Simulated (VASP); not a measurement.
# PrYSe3 (C2/m) in VASP: single point with PBE

Aim: the single point of PrYSe3 with PBE.

Program: VASP 6.6.1. These are calculated values, not measurements. Logs are shortened: lines on timing, memory, paths and dates and some standing lists are left out, and cuts for length are marked.

### Step 1. The cell of the first run

Symmetry: C2/m, No. 12, monoclinic system. Conventional cell: a = 6.156 Å, b = 11.556 Å, c = 5.391 Å, α = 90.00°, β = 105.96°, γ = 90.00°. Pr (site symmetry 2/m) has 4 Se at 2.84 to 3.08 Å and 2 Y at 3.49 Å within 3.7 Å. Within 3.6 Å of Y (site symmetry 2/m) lie 2 Se at 2.70 Å and 2 Pr at 3.49 Å. Within 3.6 Å of Se (site symmetry 2/m) lie 2 Y at 2.70 Å and 2 Se at 2.94 Å and 2 Pr at 3.08 Å. Se (site symmetry 2) has 1 Pr at 2.84 Å and 3 Se at 2.94 to 3.08 Å within 3.7 Å.

The cell was built from a structure type or drawn by symmetry, and may not be a known phase.

### Step 2. Single point, PBE

File INCAR:

```
PREC = Accurate
ENCUT = 500
EDIFF = 1E-6
ISMEAR = 0
SIGMA = 0.15
LREAL = False
LASPH = True
NELM = 200
ALGO = Normal
ISIF = 2
LWAVE = False
LCHARG = True
GGA = PE
LELF = True
LVHAR = True
NBANDS = 28
GGA_COMPAT = False
LMAXMIX = 6
```

File KPOINTS:

```
regular mesh
0
Gamma
  2 2 3
```

File POSCAR:

```
PrYSe3
1.0
    3.0771387668     -5.7778663912     -0.0718182148
    3.0771387668      5.7778663912     -0.0718182148
   -1.3612828749      0.0000000000      5.2157849801
Pr Y Se
1 1 3
Direct
    0.0000000000      0.0000000000      0.0000000000
    0.5000000000      0.5000000000      0.5000000000
    0.5000000000      0.5000000000      0.0000000000
    0.2454470027      0.7545529973      0.0000000000
    0.7545529973      0.2454470027      0.0000000000
```

Potentials or basis: VASP PAW PBE potentials, release 64 (Pr_3, Y_sv, Se), 4f in core.

Launch:

```bash
> cat potpaw_PBE.64/Pr_3/POTCAR potpaw_PBE.64/Y_sv/POTCAR potpaw_PBE.64/Se/POTCAR > POTCAR
> mpirun -np 1 vasp_std > vasp.out
```

OUTCAR:

```text
PREC = Accurate
   ENCUT = 500
   EDIFF = 1E-6
   ISMEAR = 0
   LREAL = False
   LASPH = True
   NELM = 200
   ISIF = 2
   GGA = PE

 ion  position               nearest neighbor table
   1  0.000  0.000  0.000-   4 2.84   5 2.84   3 3.08   3 3.08   2 3.49   2 3.49
   2  0.500  0.500  0.500-   3 2.70   3 2.70   1 3.49   1 3.49
   3  0.500  0.500  0.000-   2 2.70   2 2.70   1 3.08   1 3.08
   4  0.245  0.755  0.000-   1 2.84
   5  0.755  0.245  0.000-   1 2.84

  LATTYP: Found a base centered monoclinic cell.
 ALAT       =     6.1559534911
 B/A-ratio  =     1.8771637569
 C/A-ratio  =     0.8756565958
 COS(beta)  =    -0.2750415469

  Lattice vectors:

 A1 = (   3.0771387668,  -5.7778663912,  -0.0718182148)
 A2 = (   3.0771387668,   5.7778663912,  -0.0718182148)
 A3 = (  -1.3612828749,   0.0000000000,   5.2157849801)

Analysis of symmetry for initial positions (statically):
=====================================================================
 Subroutine PRICEL returns:
 Original cell was already a primitive cell.

 Routine SETGRP: Setting up the symmetry group for a
 base centered monoclinic supercell.

 Subroutine GETGRP returns: Found  4 space group operations
 (whereof  4 operations were pure point group operations)
 out of a pool of  4 trial point group operations.

The static configuration has the point symmetry C_2h.

Analysis of symmetry for dynamics (positions and initial velocities):
=====================================================================
 Subroutine PRICEL returns:
 Original cell was already a primitive cell.

 Routine SETGRP: Setting up the symmetry group for a
 base centered monoclinic supercell.

 Subroutine GETGRP returns: Found  4 space group operations
 (whereof  4 operations were pure point group operations)
 out of a pool of  4 trial point group operations.

The dynamic configuration has the point symmetry C_2h.

 Subroutine INISYM returns: Found  4 space group operations
 (whereof  4 operations are pure point group operations),
 and found     1 'primitive' translations

----------------------------------------------------------------------------------------

                                     Primitive cell

  volume of cell :     184.3362

  direct lattice vectors                    reciprocal lattice vectors
     3.077138767 -5.777866391 -0.071818215     0.163484457 -0.086537134  0.042668283
     3.077138767  5.777866391 -0.071818215     0.163484457  0.086537134  0.042668283
    -1.361282875  0.000000000  5.215784980     0.004502165  0.000000000  0.192900728

  length of vectors
     6.546577799  6.546577799  5.390501278     0.189832625  0.189832625  0.192953260

  position of ions in fractional coordinates (direct lattice)
     0.000000000  0.000000000  0.000000000
     0.500000000  0.500000000  0.500000000
     0.500000000  0.500000000  0.000000000
     0.245447003  0.754552997  0.000000000
     0.754552997  0.245447003  0.000000000

  ion indices of the primitive-cell ions
   primitive index   ion index
                 1           1
                 2           2
                 3           3
                 4           4
                 5           5

----------------------------------------------------------------------------------------

 KPOINTS: regular mesh

Automatic generation of k-mesh.
 Grid dimensions read from file:
 generate k-points for:    2    2    3

 Generating k-lattice:

  Cartesian coordinates                     Fractional coordinates (reciprocal lattice)
     0.081742228 -0.043268567  0.021334142     0.500000000 -0.000000000  0.000000000
     0.081742228  0.043268567  0.021334142    -0.000000000  0.500000000  0.000000000
     0.001500722  0.000000000  0.064300243     0.000000000  0.000000000  0.333333333

  Length of vectors
     0.094916313  0.094916313  0.064317753

  Shift w.r.t. Gamma in fractional coordinates (k-lattice)
     0.000000000  0.000000000  0.000000000

 Subroutine IBZKPT returns following result:
 ===========================================

 Found      6 irreducible k-points:

 Following reciprocal coordinates:
            Coordinates               Weight
  0.000000  0.000000  0.000000      1.000000
  0.500000  0.000000  0.000000      2.000000
  0.500000  0.500000  0.000000      1.000000
  0.000000  0.000000  0.333333      2.000000
  0.500000 -0.000000  0.333333      4.000000
  0.500000  0.500000  0.333333      2.000000
   k-points           NKPTS =      6   k-points in BZ     NKDIM =      6   number of bands    NBANDS=     28
   number of dos      NEDOS =    301   number of ions     NIONS =      5
   total plane-waves  NPLWV =  92160
   dimension x,y,z NGX =    48 NGY =   48 NGZ =   40
   dimension x,y,z NGXF=    96 NGYF=   96 NGZF=   80
   ions per type =               1   1   3
   NGX,Y,Z   is equivalent  to a cutoff of  12.19, 12.19, 12.34 a.u.
   NGXF,Y,Z  is equivalent  to a cutoff of  24.38, 24.38, 24.67 a.u.
 SYSTEM =  unknown system
   PREC   = accura    normal or accurate (medium, high low for compatibility)
   ISTART =      0    job   : 0-new  1-cont  2-samecut
   ICHARG =      2    charge: 1-file 2-atom 10-const
   ISPIN  =      1    spin polarized calculation?
   LNONCOLLINEAR =      F non collinear calculations
   LSORBIT =      F    spin-orbit coupling
   LASPH  =      T    aspherical Exc in radial PAW
   ENCUT  =  500.0 eV  36.75 Ry    6.06 a.u.  11.94 11.94  9.83*2*pi/ulx,y,z
   NELM   =    200;   NELMIN=  2; NELMDL= -5     # of ELM steps
   EDIFF  = 0.1E-05   stopping-criterion for ELM
   LREAL  =      F    real-space projection
   EDIFFG = 0.1E-04   stopping-criterion for IOM
   NSW    =      0    number of steps for IOM
   IBRION =     -1    ionic relax: 0-MD 1-quasi-New 2-CG
   NFREE  =      0    steps in history (QN), initial steepest desc. (CG)
   ISIF   =      2    stress and relaxation
   ISYM   =      2    0-nonsym 1-usesym 2-fastsym
   POTIM  = 0.5000    time-step for ionic-motion
   TEBEG  =    0.0;   TEEND  =   0.0 temperature during run
   PSTRESS=    0.0 pullay stress
   NELECT =      40.0000    total number of electrons
   NUPDOWN=      -1.0000    fix difference up-down
   EMIN   =  10.00;   EMAX   =-10.00  energy-range for DOS
   EFERMI =   0.00;   METHOD = LEGACY
   ISMEAR =     0;   SIGMA  =   0.15  broadening in eV -4-tet -1-fermi 0-gaus
   EFERMI_NEDOS =   21; number of points for ismear=-14 and -15
   IALGO  =     38    algorithm
   IMIX   =      4    mixing-type and parameters
     AMIX     =   0.40;   BMIX     =  1.00
     AMIX_MAG =   1.60;   BMIX_MAG =  1.00
  volume/ion in A,a.u.               =      36.87       248.79
  Fermi-wavevector in a.u.,A,eV,Ry     =   0.983765  1.859046 13.167624  0.967793
  Thomas-Fermi vector in A             =   2.114947
   LORBIT       =      0    0 simple, 1 ext, 2 COOP (PROOUT), +10 PAW based schemes
   GGA     = PE    functional components
   LHFCALC =     F    Hartree Fock is set to
   AEXX    =    0.0000 exact exchange contribution
   IVDW    =     0    specifies the selected vdW correction
   LEPSILON=     F    determine dielectric tensor
   LRPA    =     F    only Hartree local field effects (RPA)
 non-spin polarized calculation
 Gauss-broadening in eV      SIGMA  =   0.15
  energy-cutoff  :      500.00
  volume of cell :      184.34
 maximum number of plane-waves:      4693
 NGX is ok and might be reduce to    48
   NGX = 23   NGY = 23   NGZ = 19

 number of electron      40.0000002 magnetization

 Free energy of the ion-electron system (eV)
  ---------------------------------------------------
  ext. energy  EPLUGINS =         0.00000000
  ---------------------------------------------------
  free energy    TOTEN  =       -23.97027319 eV

  energy without entropy =      -23.96463268  energy(sigma->0) =      -23.96745294

 E-fermi :   1.8970     XC(G=0):  -8.0671

 val. band max:        1.6938835391   @ k =   0.0000   0.0000   0.3333
 cond. band min:       2.1045563060   @ k =   0.5000   0.0000   0.0000
 fundamental gap:      0.4106727670
 Fermi energy:         1.8970013576

 k-point     1 :       0.0000    0.0000    0.0000
  band No.  band energies     occupation
      1     -41.9746      2.00000
      2     -34.7047      2.00000
      3     -22.1322      2.00000
      4     -21.9315      2.00000
      5     -21.8348      2.00000
      6     -16.8328      2.00000
[... 20 lines left out ...]
     27       4.6510      0.00000
     28       4.9841      0.00000

 k-point     2 :       0.5000    0.0000    0.0000
  band No.  band energies     occupation
      1     -41.9746      2.00000
      2     -34.7049      2.00000
      3     -22.1322      2.00000
      4     -21.9311      2.00000
      5     -21.8241      2.00000
      6     -16.8808      2.00000
[... 20 lines left out ...]
     27       3.9693      0.00000
     28       4.4404      0.00000

 k-point     3 :       0.5000    0.5000    0.0000
  band No.  band energies     occupation
      1     -41.9746      2.00000
      2     -34.7046      2.00000
      3     -22.1324      2.00000
      4     -21.9315      2.00000
      5     -21.8348      2.00000
      6     -16.8335      2.00000
[... 20 lines left out ...]
     27       4.4989      0.00000
     28       4.6859      0.00000

 k-point     4 :       0.0000    0.0000    0.3333
  band No.  band energies     occupation
      1     -41.9746      2.00000
      2     -34.7048      2.00000
      3     -22.1315      2.00000
      4     -21.9521      2.00000
      5     -21.8289      2.00000
      6     -16.8385      2.00000
[... 20 lines left out ...]
     27       4.4965      0.00000
     28       4.7249      0.00000

 k-point     5 :       0.5000   -0.0000    0.3333
  band No.  band energies     occupation
      1     -41.9746      2.00000
      2     -34.7045      2.00000
      3     -22.1316      2.00000
      4     -21.9537      2.00000
      5     -21.8345      2.00000
      6     -16.8719      2.00000
[... 20 lines left out ...]
     27       4.8816      0.00000
     28       4.9439      0.00000

 k-point     6 :       0.5000    0.5000    0.3333
  band No.  band energies     occupation
      1     -41.9746      2.00000
      2     -34.7047      2.00000
      3     -22.1317      2.00000
      4     -21.9521      2.00000
      5     -21.8289      2.00000
      6     -16.8392      2.00000
[... 20 lines left out ...]
     27       4.5876      0.00000
     28       4.6954      0.00000

------------------------ aborting loop because EDIFF is reached ----------------------------------------

  FORCE on cell =-STRESS in cart. coord.  units (eV):
  Direction    XX          YY          ZZ          XY          YZ          ZX
  --------------------------------------------------------------------------------------
  -------------------------------------------------------------------------------------
  Total        0.0895128     -0.0327909      0.1826265      0.0000000      0.0000000     -0.0404439
  in kB        0.7780094     -0.2850056      1.5873170      0.0000000      0.0000000     -0.3515222
  external PRESSURE =       0.6934403 kB  Pullay stress =       0.0000000 kB

 VOLUME and BASIS-vectors are now :
 -----------------------------------------------------------------------------
  energy-cutoff  :      500.00
  volume of cell :      184.34
      direct lattice vectors                 reciprocal lattice vectors
     3.077138767 -5.777866391 -0.071818215     0.163484457 -0.086537134  0.042668283
     3.077138767  5.777866391 -0.071818215     0.163484457  0.086537134  0.042668283
    -1.361282875  0.000000000  5.215784980     0.004502165  0.000000000  0.192900728

 POSITION                                       TOTAL-FORCE (eV/Angst)
 -----------------------------------------------------------------------------------
      0.00000      0.00000      0.00000        -0.000000      0.000000      0.000000
      2.39650      0.00000      2.53607        -0.000000      0.000000      0.000000
      3.07714      0.00000     -0.07182        -0.000000      0.000000      0.000000
      3.07714      2.94155     -0.07182         0.000000      0.011867      0.000000
      3.07714     -2.94155     -0.07182        -0.000000     -0.011867     -0.000000
 -----------------------------------------------------------------------------------
    total drift:                               -0.000000     -0.000000      0.000000

  FREE ENERGIE OF THE ION-ELECTRON SYSTEM (eV)
  ---------------------------------------------------
  free  energy   TOTEN  =       -23.9702731909 eV

  energy  without entropy=      -23.9646326815  energy(sigma->0) =      -23.96745294
```

Wall time 56 s (1 thread of AMD EPYC 7R43 (Zen 3), shared host); peak memory 0.27 GiB.

Results:

```
Free energy            : -23.9703 eV
Pressure               : 0.1 GPa
Largest force          : 0.012 eV/Å
Band gap on the k mesh : zero (bands 20 and 21 overlap by 0.82 eV)
```

Forces in eV/Å, atoms in the order of the input:
```
Pr   0.000  0.000  0.000
Y    0.000  0.000  0.000
Se   0.000  0.000  0.000
Se   0.000  0.012  0.000
Se   0.000 -0.012  0.000
```

Stress tensor (GPa, compression positive):
```
 0.08  0.00 -0.04
 0.00 -0.03  0.00
-0.04  0.00  0.16
```

Caveat: the k points lie up to 0.60 Å⁻¹ apart, too coarse for converged energies and pressures of a metal; spin-orbit coupling is left out, which moves the levels of the heavy elements; the 4f electrons are frozen in the core, so they carry no moment and show no levels; the run has no spin polarisation, though such a crystal can be magnetic. With open d or f shells a metallic result of PBE can be an artefact of self-interaction; +U or a hybrid may open a gap.
